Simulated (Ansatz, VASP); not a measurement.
**One calculation of Si7Ge, two programs**

The input INCAR:

```
PREC = Accurate ; ENCUT = 520
EDIFF = 1E-7 ; ISMEAR = 0
SIGMA = 0.03 ; LREAL = False
LASPH = True ; NELM = 60
ALGO = Normal ; ISIF = 2
LWAVE = False ; LCHARG = True
GGA = PS ; LELF = True
LVHAR = True ; NBANDS = 31
```

Contents of KPOINTS:

```
regular mesh
0
Gamma
  8 8 8
```

POSCAR

```
Si7Ge
1.0
    5.2183982013      0.0000000000      0.0000000000
    0.0000000000      5.2183982013      0.0000000000
    0.0000000000      0.0000000000      5.6551781308
Si Ge
7 1
Direct
    0.2525986838      0.2525986838      0.2525986838
    0.0000000000      0.5000000000      0.5000000000
    0.5000000000      0.5000000000      0.0000000000
    0.5000000000      0.0000000000      0.5000000000
    0.7474013162      0.2525986838      0.7474013162
    0.7474013162      0.7474013162      0.2525986838
    0.2525986838      0.7474013162      0.7474013162
    0.0000000000      0.0000000000      0.0000000000
```

Input for Ansatz:

```yaml
crystal:
  lattice:
    - [5.2183982013, 0.0, 0.0]
    - [0.0, 5.2183982013, 0.0]
    - [0.0, 0.0, 5.6551781308]
  atoms:
    - { symbol: Si, position: [0.2525986838, 0.2525986838, 0.2525986838] }
    - { symbol: Si, position: [0.0, 0.5, 0.5] }
    - { symbol: Si, position: [0.5, 0.5, 0.0] }
    - { symbol: Si, position: [0.5, 0.0, 0.5] }
    - { symbol: Si, position: [0.7474013162, 0.2525986838, 0.7474013162] }
    - { symbol: Si, position: [0.7474013162, 0.7474013162, 0.2525986838] }
    - { symbol: Si, position: [0.2525986838, 0.7474013162, 0.7474013162] }
    - { symbol: Ge, position: [0.0, 0.0, 0.0] }
basis:
  ecutwfc: 420
kpoints:
  mp_grid: { grid: [8, 8, 8] }
hamiltonian:
  xc: pbesol
  pseudopotentials: { kind: paw, azcp: { folder: soft_1 } }
scf:
  occupations: { method: gaussian, width: 0.03 }
output:
  forces: true
  stress: true
  eigenvalues: true
```

Alike in both runs: task single point; functional PBEsol; k mesh 8 × 8 × 8; occupations gaussian, width 0.03 eV; no spin polarisation.

```csv
,VASP,Ansatz
version,VASP 6.6.1,Ansatz 0.2.0
potentials or method,"VASP PAW PBE potentials, release 64 (Si, Ge_d), cutoff 520 eV","scalar-relativistic, plane waves, PAW"
valence electrons in the cell,42,42
```

|  | VASP | Ansatz | Ansatz less VASP |
| --- | --- | --- | --- |
| gap on the k mesh at the Fermi level (eV) | none | none | - |
| pressure (GPa) | 5.4 | 5.3 | -0.09 |
| traceless stress, the component that is largest in VASP (GPa) | -5.53 | -5.54 | -0.005 |
| rms of the force components (eV/Å) | 0.011 | 0.013 | +0.0011 |

VASP's potentials were made for PBE, not for PBEsol, and Ansatz warns of the same on its side. Atom by atom the forces differ by 0.004 eV/Å (rms over components). A gap of «none» marks a metal or a gap that the smearing closes.
